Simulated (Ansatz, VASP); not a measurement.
## C3N in VASP and in Ansatz

The input INCAR:

```
SYSTEM = C3N
PREC = Accurate
ENCUT = 520
EDIFF = 1E-6
ISMEAR = 0
SIGMA = 0.1
LREAL = .False.
LASPH = .True.
NELM = 100
ALGO = Normal
ISIF = 2
LWAVE = .False.
LCHARG = .False.
GGA = PE
NBANDS = 27
```

KPOINTS

```
regular mesh
0
Gamma
  6 6 4
  0 0 0
```

POSCAR

```
C3N
1.0
    5.1495056300      0.0000000000      0.0000000000
   -2.5747528200      4.4596026900      0.0000000000
    0.0000000000      0.0000000000      4.6109865500
C N
6 2
Direct
    0.6822687400      0.0000000000      0.7500000000
    0.6822687400      0.6822687400      0.2500000000
    0.3177312600      0.0000000000      0.2500000000
    0.3177312600      0.3177312600      0.7500000000
    0.0000000000      0.6822687400      0.7500000000
    0.0000000000      0.3177312600      0.2500000000
    0.0000000000      0.0000000000      0.5000000000
    0.0000000000      0.0000000000      0.0000000000
```

Input for Ansatz:

```yaml
crystal:
  lattice:
    - [5.14950563, 0.0, 0.0]
    - [-2.57475282, 4.45960269, 0.0]
    - [0.0, 0.0, 4.61098655]
  atoms:
    - { symbol: C, position: [0.68226874, 0.0, 0.75] }
    - { symbol: C, position: [0.68226874, 0.68226874, 0.25] }
    - { symbol: C, position: [0.31773126, 0.0, 0.25] }
    - { symbol: C, position: [0.31773126, 0.31773126, 0.75] }
    - { symbol: C, position: [0.0, 0.68226874, 0.75] }
    - { symbol: C, position: [0.0, 0.31773126, 0.25] }
    - { symbol: "N", position: [0.0, 0.0, 0.5] }
    - { symbol: "N", position: [0.0, 0.0, 0.0] }
basis:
  ecutwfc: 420
kpoints:
  mp_grid: { grid: [6, 6, 4] }
hamiltonian:
  xc: pbe
scf:
  occupations: { method: gaussian, width: 0.1 }
  lower_state_search: "off"
output:
  forces: true
  stress: true
  eigenvalues: true
```

Change from the starting cell: species swapped into the ZrBr3 type (P6_3/mcm, No. 193).

Alike in both runs: task single point; functional PBE; k mesh 6 × 6 × 4; occupations gaussian, width 0.1 eV; no spin polarisation.

```csv
,VASP,Ansatz
version,VASP 6.6.1,Ansatz 0.2.0
potentials or method,"VASP PAW PBE potentials, release 64 (C, N), cutoff 520 eV","scalar-relativistic, plane waves, PAW"
valence electrons in the cell,34,34
```

```csv
,VASP,Ansatz,Ansatz less VASP
gap on the k mesh at the Fermi level (eV),none,none,-
pressure (GPa),-23.2,-23.2,+0.03
"traceless stress, the component that is largest in VASP (GPa)",9.94,9.95,+0.012
rms of the force components (eV/Å),1.101,1.106,+0.0048
```

Atom by atom the forces differ by 0.005 eV/Å (rms over components). A gap of «none» marks a metal or a gap that the smearing closes. The functional is the same, so the differences come from potentials, cutoffs and numerics.
